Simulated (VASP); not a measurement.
**Ge: single point with r2SCAN**

Crystal: Ge.

```
Ge
1.0
     1.29236   -2.40548    0.00000
     1.29236    2.40548    0.00000
     0.00000    0.00000    2.69823
Ge
1
Direct
  0.50000 0.50000 0.00000
```

This cell differs from its parent crystal: strain -0.0750 x Voigt [1, 1, 0, 0, 0, 0].

* Program: VASP 6.6.1
* Task: single point
* Functional: r2SCAN
* Potentials or basis: VASP PAW PBE potentials, release 64 (Ge_d)
* Cutoff: 520 eV
* k mesh: 20 × 20 × 18
* Occupations: gaussian, width 0.15 eV
* Spin: no spin polarisation

The pressure is 11.7 GPa and the band gap on the k mesh is zero (bands 7 and 8 overlap by 9.79 eV).

Stress tensor (GPa, compression positive):
```
21.04  0.00  0.00
 0.00 15.46  0.00
 0.00  0.00 -1.45
```

Levels at points of the mesh, in eV from the Fermi level:
```tsv
k point	band 5	band 6	band 7	band 8	band 9	band 10
(0.00, 0.00, 0.00)	-25.34	-15.00	5.58	9.71	10.10	12.19
(0.50, 0.00, 0.00)	-25.33	-7.84	-6.60	4.93	9.18	11.23
(0.50, 0.50, 0.00)	-25.35	-9.00	-6.91	7.25	10.29	11.12
(0.00, 0.00, 0.50)	-25.40	-11.20	-7.09	13.15	15.29	18.51
(0.50, 0.00, 0.50)	-25.25	-3.73	-3.41	-1.57	3.75	7.84
(0.50, 0.50, 0.50)	-25.28	-4.70	-3.99	-2.43	3.26	10.21
```

It took 14 min on 1 thread of Intel Xeon 8259CL (shared host), peak memory 0.32 GiB.

Caveat: the cell differs from its parent crystal (strain -0.0750 x Voigt [1, 1, 0, 0, 0, 0]); the stress differs along the axes, from -1 to 21 GPa; the PAW data sets were made with another functional, which shifts forces and pressure a little.
